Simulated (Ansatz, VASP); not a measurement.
# CdO: VASP beside Ansatz

```
Cd O
1.0
     0.00000    2.35300    2.35300
     2.35300    0.00000    2.35300
     2.35300    2.35300    0.00000
Cd O
1 1
Cartesian
  0.0000 0.0000 0.0000
  2.3530 2.3530 2.3530
```

Alike in both runs: task single point; functional r2SCAN; dispersion D4; k mesh 6 × 6 × 6; occupations fermi-dirac, width 0.02 eV; no spin polarisation.

```csv
,VASP,Ansatz
version,VASP 6.6.1,Ansatz 0.2.0
potentials or method,"VASP PAW PBE potentials, release 64 (Cd, O)",plane waves
plane-wave cutoff (eV),660,500
valence electrons in the cell,18,26
```

```csv
,VASP,Ansatz,Ansatz less VASP
pressure (GPa),0.2,-1.3,-1.57
```

VASP's potentials were made for PBE, not for r2SCAN. VASP's potentials hold 18 valence electrons a cell and Ansatz's 26, so a difference there can come from the potentials and not from the codes.
